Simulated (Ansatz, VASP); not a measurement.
**Two plane-wave programs on KMgF3**

INCAR

```
PREC = Accurate ; ENCUT = 520
EDIFF = 1E-6 ; ISMEAR = 0
SIGMA = 0.05 ; LREAL = F
LASPH = T ; NELM = 60
ALGO = Normal ; ISIF = 2
LWAVE = F ; LCHARG = F
GGA = PS ; NBANDS = 24
```

KPOINTS

```
Automatic mesh
0
Gamma
  6 6 6
```

The input POSCAR:

```
KMgF3
1.0
    3.6670280000      0.0000000000      0.0000000000
    0.0000000000      3.6670280000      0.0000000000
    0.0000000000      0.0000000000      4.1453360000
K Mg F
1 1 3
Direct
    0.5000000000      0.5000000000      0.5000000000
    0.0000000000      0.0000000000      0.0000000000
    0.5000000000      0.0000000000      0.0000000000
    0.0000000000      0.5000000000      0.0000000000
    0.0000000000      0.0000000000      0.5000000000
```

Input for Ansatz:

```yaml
crystal:
  lattice:
    - [3.667028, 0.0, 0.0]
    - [0.0, 3.667028, 0.0]
    - [0.0, 0.0, 4.145336]
  atoms:
    - { symbol: K, position: [0.5, 0.5, 0.5] }
    - { symbol: Mg, position: [0.0, 0.0, 0.0] }
    - { symbol: F, position: [0.5, 0.0, 0.0] }
    - { symbol: F, position: [0.0, 0.5, 0.0] }
    - { symbol: F, position: [0.0, 0.0, 0.5] }
basis:
  ecutwfc: 420
kpoints:
  mp_grid: { grid: [6, 6, 6] }
hamiltonian:
  xc: pbesol
scf:
  occupations: { method: gaussian, width: 0.05 }
output:
  forces: true
  stress: true
  eigenvalues: true
```

Change from the starting cell: strain -0.080 along x and y, +0.040 along z, atoms carried along.

Alike in both runs: task single point; functional PBEsol; k mesh 6 × 6 × 6; occupations gaussian, width 0.05 eV; no spin polarisation.

|  | VASP | Ansatz |
| --- | --- | --- |
| version | VASP 6.6.1 | Ansatz 0.2.0 |
| potentials or method | VASP PAW PBE potentials, release 64 (K_sv, Mg, F), cutoff 520 eV | scalar-relativistic, plane waves, PAW |
| valence electrons in the cell | 32 | 40 |

```tsv
	VASP	Ansatz	Ansatz less VASP
gap on the k mesh at the Fermi level (eV)	7.94	7.96	+0.023
least direct gap on the mesh (eV)	8.37	8.39	+0.020
pressure (GPa)	15.2	15.3	+0.13
traceless stress, the component that is largest in VASP (GPa)	-12.96	-12.80	+0.162
```

VASP's potentials were made for PBE, not for PBEsol. With one functional, cell and mesh, what is left measures potentials, basis and numerics. VASP's potentials hold 32 valence electrons a cell and Ansatz's 40, so a difference there can come from the potentials and not from the codes.
